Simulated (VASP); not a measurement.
# ZnAu (Pm-3m) in VASP: notebook

Aim: see how the results for ZnAu move with the level of theory and the settings. Levels: PBE, PBEsol, RPBE. Tasks: single point.

Everything below comes from runs of VASP 6.6.1. Logs are shortened: lines on timing, memory, paths and dates and some standing lists are left out, and cuts for length are marked.

### Step 1. The cell of the first run

The structure is cubic, space group Pm-3m (No. 221). Conventional cell: a = 3.147 Å, b = 3.147 Å, c = 3.147 Å, α = 90.00°, β = 90.00°, γ = 90.00°. Within 3.6 Å of Au (site symmetry m-3m) lie 8 Zn at 2.73 Å and 6 Au at 3.15 Å. Zn (site symmetry m-3m) has 8 Au at 2.73 Å and 6 Zn at 3.15 Å within 3.6 Å.

### Step 2. Single point, PBE

File INCAR:

```
SYSTEM = ZnAu
ALGO = Normal ; EDIFF = 1E-6
ENCUT = 520 ; GGA = PE
ISIF = 2 ; ISMEAR = -1
LASPH = .True. ; LCHARG = .False.
LREAL = .False. ; LWAVE = .False.
NBANDS = 18 ; NELM = 100
PREC = Accurate ; SIGMA = 0.05
```

File KPOINTS:

```
k-points
0
Gamma
  5 5 5
  0 0 0
```

File POSCAR:

```
ZnAu
1.0
    3.1470000000      0.0000000000      0.0000000000
    0.0000000000      3.1470000000      0.0000000000
    0.0000000000      0.0000000000      3.1470000000
Au Zn
1 1
Direct
    0.0000000000      0.0000000000      0.0000000000
    0.5000000000      0.5000000000      0.5000000000
```

Potentials or basis: VASP PAW PBE potentials, release 64 (Au, Zn).

On the command line:

```
$ cat potpaw_PBE.64/Au/POTCAR potpaw_PBE.64/Zn/POTCAR > POTCAR
$ mpirun -np 1 vasp_std > vasp.out
```

OUTCAR:

```text
SYSTEM = ZnAu
   EDIFF = 1E-6
   ENCUT = 520
   GGA = PE
   ISIF = 2
   ISMEAR = -1
   LASPH = .True.
   LREAL = .False.
   NELM = 100
   PREC = Accurate

 ion  position               nearest neighbor table
   1  0.000  0.000  0.000-   2 2.73   2 2.73   2 2.73   2 2.73   2 2.73   2 2.73   2 2.73   2 2.73

   2  0.500  0.500  0.500-   1 2.73   1 2.73   1 2.73   1 2.73   1 2.73   1 2.73   1 2.73   1 2.73

  LATTYP: Found a simple cubic cell.
 ALAT       =     3.1470000000

  Lattice vectors:

 A1 = (   3.1470000000,   0.0000000000,   0.0000000000)
 A2 = (   0.0000000000,   3.1470000000,   0.0000000000)
 A3 = (   0.0000000000,   0.0000000000,   3.1470000000)

Analysis of symmetry for initial positions (statically):
=====================================================================
 Subroutine PRICEL returns:
 Original cell was already a primitive cell.

 Routine SETGRP: Setting up the symmetry group for a
 simple cubic supercell.

 Subroutine GETGRP returns: Found 48 space group operations
 (whereof 48 operations were pure point group operations)
 out of a pool of 48 trial point group operations.

The static configuration has the point symmetry O_h .

Analysis of symmetry for dynamics (positions and initial velocities):
=====================================================================
 Subroutine PRICEL returns:
 Original cell was already a primitive cell.

 Routine SETGRP: Setting up the symmetry group for a
 simple cubic supercell.

 Subroutine GETGRP returns: Found 48 space group operations
 (whereof 48 operations were pure point group operations)
 out of a pool of 48 trial point group operations.

The dynamic configuration has the point symmetry O_h .

 Subroutine INISYM returns: Found 48 space group operations
 (whereof 48 operations are pure point group operations),
 and found     1 'primitive' translations

----------------------------------------------------------------------------------------

                                     Primitive cell

  volume of cell :      31.1667

  direct lattice vectors                    reciprocal lattice vectors
     3.147000000  0.000000000  0.000000000     0.317762949  0.000000000  0.000000000
     0.000000000  3.147000000  0.000000000     0.000000000  0.317762949  0.000000000
     0.000000000  0.000000000  3.147000000     0.000000000  0.000000000  0.317762949

  length of vectors
     3.147000000  3.147000000  3.147000000     0.317762949  0.317762949  0.317762949

  position of ions in fractional coordinates (direct lattice)
     0.000000000  0.000000000  0.000000000
     0.500000000  0.500000000  0.500000000

  ion indices of the primitive-cell ions
   primitive index   ion index
                 1           1
                 2           2

----------------------------------------------------------------------------------------

 KPOINTS: k-points

Automatic generation of k-mesh.
 Grid dimensions read from file:
 generate k-points for:    5    5    5

 Generating k-lattice:

  Cartesian coordinates                     Fractional coordinates (reciprocal lattice)
     0.063552590  0.000000000  0.000000000     0.200000000  0.000000000  0.000000000
     0.000000000  0.063552590  0.000000000     0.000000000  0.200000000  0.000000000
     0.000000000  0.000000000  0.063552590     0.000000000  0.000000000  0.200000000

  Length of vectors
     0.063552590  0.063552590  0.063552590

  Shift w.r.t. Gamma in fractional coordinates (k-lattice)
     0.000000000  0.000000000  0.000000000

 Subroutine IBZKPT returns following result:
 ===========================================

 Found     10 irreducible k-points:

 Following reciprocal coordinates:
            Coordinates               Weight
  0.000000  0.000000  0.000000      1.000000
  0.200000  0.000000  0.000000      6.000000
  0.400000  0.000000  0.000000      6.000000
  0.200000  0.200000  0.000000     12.000000
  0.400000  0.200000  0.000000     24.000000
  0.400000  0.400000  0.000000     12.000000
  0.200000  0.200000  0.200000      8.000000
  0.400000  0.200000  0.200000     24.000000
  0.400000  0.400000  0.200000     24.000000
  0.400000  0.400000  0.400000      8.000000
   k-points           NKPTS =     10   k-points in BZ     NKDIM =     10   number of bands    NBANDS=     18
   number of dos      NEDOS =    301   number of ions     NIONS =      2
   total plane-waves  NPLWV =  13824
   dimension x,y,z NGX =    24 NGY =   24 NGZ =   24
   dimension x,y,z NGXF=    48 NGYF=   48 NGZF=   48
   ions per type =               1   1
   NGX,Y,Z   is equivalent  to a cutoff of  12.68, 12.68, 12.68 a.u.
   NGXF,Y,Z  is equivalent  to a cutoff of  25.36, 25.36, 25.36 a.u.
 SYSTEM =  ZnAu
   PREC   = accura    normal or accurate (medium, high low for compatibility)
   ISTART =      0    job   : 0-new  1-cont  2-samecut
   ICHARG =      2    charge: 1-file 2-atom 10-const
   ISPIN  =      1    spin polarized calculation?
   LNONCOLLINEAR =      F non collinear calculations
   LSORBIT =      F    spin-orbit coupling
   LASPH  =      T    aspherical Exc in radial PAW
   ENCUT  =  520.0 eV  38.22 Ry    6.18 a.u.   5.85  5.85  5.85*2*pi/ulx,y,z
   NELM   =    100;   NELMIN=  2; NELMDL= -5     # of ELM steps
   EDIFF  = 0.1E-05   stopping-criterion for ELM
   LREAL  =      F    real-space projection
   EDIFFG = 0.1E-04   stopping-criterion for IOM
   NSW    =      0    number of steps for IOM
   IBRION =     -1    ionic relax: 0-MD 1-quasi-New 2-CG
   NFREE  =      0    steps in history (QN), initial steepest desc. (CG)
   ISIF   =      2    stress and relaxation
   ISYM   =      2    0-nonsym 1-usesym 2-fastsym
   POTIM  = 0.5000    time-step for ionic-motion
   TEBEG  =    0.0;   TEEND  =   0.0 temperature during run
   PSTRESS=    0.0 pullay stress
   NELECT =      23.0000    total number of electrons
   NUPDOWN=      -1.0000    fix difference up-down
   EMIN   =  10.00;   EMAX   =-10.00  energy-range for DOS
   EFERMI =   0.00;   METHOD = LEGACY
   ISMEAR =    -1;   SIGMA  =   0.05  broadening in eV -4-tet -1-fermi 0-gaus
   EFERMI_NEDOS =   21; number of points for ismear=-14 and -15
   IALGO  =     38    algorithm
   IMIX   =      4    mixing-type and parameters
     AMIX     =   0.40;   BMIX     =  1.00
     AMIX_MAG =   1.60;   BMIX_MAG =  1.00
  volume/ion in A,a.u.               =      15.58       105.16
  Fermi-wavevector in a.u.,A,eV,Ry     =   1.479406  2.795672 29.778283  2.188642
  Thomas-Fermi vector in A             =   2.593568
   LORBIT       =      0    0 simple, 1 ext, 2 COOP (PROOUT), +10 PAW based schemes
   GGA     = PE    functional components
   LHFCALC =     F    Hartree Fock is set to
   AEXX    =    0.0000 exact exchange contribution
   IVDW    =     0    specifies the selected vdW correction
   LEPSILON=     F    determine dielectric tensor
   LRPA    =     F    only Hartree local field effects (RPA)
 non-spin polarized calculation
  energy-cutoff  :      520.00
  volume of cell :       31.17
 maximum number of plane-waves:       847
 NGX is ok and might be reduce to    24
   NGX = 11   NGY = 11   NGZ = 11

 number of electron      23.0000000 magnetization

 Free energy of the ion-electron system (eV)
  ---------------------------------------------------
  ext. energy  EPLUGINS =         0.00000000
  ---------------------------------------------------
  free energy    TOTEN  =        -4.75113765 eV

  energy without entropy =       -4.74666584  energy(sigma->0) =       -4.74890174

 E-fermi :   6.8631     XC(G=0): -12.3752

 val. band max:        6.8501578346   @ k =   0.4000   0.4000   0.4000
 cond. band min:       7.6357627831   @ k =   0.4000   0.4000   0.2000
 fundamental gap:      0.7856049486
 Fermi energy:         6.8630524340

 k-point     1 :       0.0000    0.0000    0.0000
  band No.  band energies     occupation
      1      -3.5210      2.00000
      2      -1.0323      2.00000
      3      -1.0323      2.00000
      4      -0.3444      2.00000
      5      -0.3444      2.00000
      6      -0.3444      2.00000
[... 10 lines left out ...]
     17      19.2332      0.00000
     18      25.4038      0.00000

 k-point     2 :       0.2000    0.0000    0.0000
  band No.  band energies     occupation
      1      -2.8271      2.00000
      2      -0.8882      2.00000
      3      -0.8460      2.00000
      4      -0.3507      2.00000
      5      -0.3507      2.00000
      6      -0.2912      2.00000
[... 10 lines left out ...]
     17      22.4667      0.00000
     18      24.4655      0.00000

 k-point     3 :       0.4000    0.0000    0.0000
  band No.  band energies     occupation
      1      -1.1093      2.00000
      2      -0.6157      2.00000
      3      -0.5438      2.00000
      4      -0.3514      2.00000
      5      -0.3514      2.00000
      6      -0.2014      2.00000
[... 10 lines left out ...]
     17      20.3378      0.00000
     18      20.3378      0.00000

 k-point     4 :       0.2000    0.2000    0.0000
  band No.  band energies     occupation
      1      -2.2107      2.00000
      2      -0.8008      2.00000
      3      -0.6740      2.00000
      4      -0.4514      2.00000
      5      -0.3290      2.00000
      6      -0.2503      2.00000
[... 10 lines left out ...]
     17      22.4362      0.00000
     18      22.4921      0.00000

 k-point     5 :       0.4000    0.2000    0.0000
  band No.  band energies     occupation
      1      -1.0841      2.00000
      2      -0.7406      2.00000
      3      -0.4824      2.00000
      4      -0.4182      2.00000
      5      -0.3408      2.00000
      6       0.2046      2.00000
[... 10 lines left out ...]
     17      20.6246      0.00000
     18      21.6535      0.00000

 k-point     6 :       0.4000    0.4000    0.0000
  band No.  band energies     occupation
      1      -1.1803      2.00000
      2      -1.0325      2.00000
      3      -0.6428      2.00000
      4      -0.5784      2.00000
      5      -0.1051      2.00000
      6       0.6644      2.00000
[... 10 lines left out ...]
     17      20.2606      0.00000
     18      21.6852      0.00000

 k-point     7 :       0.2000    0.2000    0.2000
  band No.  band energies     occupation
      1      -1.6279      2.00000
      2      -0.6196      2.00000
      3      -0.6196      2.00000
      4      -0.4750      2.00000
      5      -0.4750      2.00000
      6      -0.2815      2.00000
[... 10 lines left out ...]
     17      20.1886      0.00000
     18      23.1175      0.00000

 k-point     8 :       0.4000    0.2000    0.2000
  band No.  band energies     occupation
      1      -0.8980      2.00000
      2      -0.5942      2.00000
      3      -0.5326      2.00000
      4      -0.5045      2.00000
      5      -0.4011      2.00000
      6       0.2933      2.00000
[... 10 lines left out ...]
     17      20.6408      0.00000
     18      23.6046      0.00000

 k-point     9 :       0.4000    0.4000    0.2000
  band No.  band energies     occupation
      1      -0.9348      2.00000
      2      -0.7672      2.00000
      3      -0.6474      2.00000
      4      -0.5805      2.00000
      5      -0.1148      2.00000
      6       0.6511      2.00000
[... 10 lines left out ...]
     17      17.9651      0.00000
     18      20.6069      0.00000

 k-point    10 :       0.4000    0.4000    0.4000
  band No.  band energies     occupation
      1      -0.7528      2.00000
      2      -0.6228      2.00000
      3      -0.6228      2.00000
      4      -0.1575      2.00000
      5      -0.1575      2.00000
      6       0.6115      2.00000
[... 10 lines left out ...]
     17      14.3315      0.00000
     18      16.8154      0.00000

------------------------ aborting loop because EDIFF is reached ----------------------------------------

  FORCE on cell =-STRESS in cart. coord.  units (eV):
  Direction    XX          YY          ZZ          XY          YZ          ZX
  --------------------------------------------------------------------------------------
  -------------------------------------------------------------------------------------
  Total        1.0960566      1.0960566      1.0960566     -0.0000000     -0.0000000      0.0000000
  in kB       56.3447329     56.3447329     56.3447329     -0.0000000     -0.0000000      0.0000000
  external PRESSURE =      56.3447329 kB  Pullay stress =       0.0000000 kB

 VOLUME and BASIS-vectors are now :
 -----------------------------------------------------------------------------
  energy-cutoff  :      520.00
  volume of cell :       31.17
      direct lattice vectors                 reciprocal lattice vectors
     3.147000000  0.000000000  0.000000000     0.317762949  0.000000000  0.000000000
     0.000000000  3.147000000  0.000000000     0.000000000  0.317762949  0.000000000
     0.000000000  0.000000000  3.147000000     0.000000000  0.000000000  0.317762949

 POSITION                                       TOTAL-FORCE (eV/Angst)
 -----------------------------------------------------------------------------------
      0.00000      0.00000      0.00000         0.000000      0.000000      0.000000
      1.57350      1.57350      1.57350         0.000000      0.000000      0.000000
 -----------------------------------------------------------------------------------
    total drift:                                0.000000      0.000000     -0.000000

  FREE ENERGIE OF THE ION-ELECTRON SYSTEM (eV)
  ---------------------------------------------------
  free  energy   TOTEN  =        -4.7511376506 eV

  energy  without entropy=       -4.7466658367  energy(sigma->0) =       -4.74890174
```

Run time: 4.8 s. Hardware: 1 thread of Intel Xeon 6975P-C, shared host; peak memory 0.14 GiB.

What came out:

| Quantity | Value |
| --- | --- |
| Free energy | -4.7511 eV |
| Pressure | 5.6 GPa |

Caveat: the k points lie up to 0.40 Å⁻¹ apart; spin-orbit coupling is left out, which moves the levels of the heavy elements.

[end of part 1 of 3]
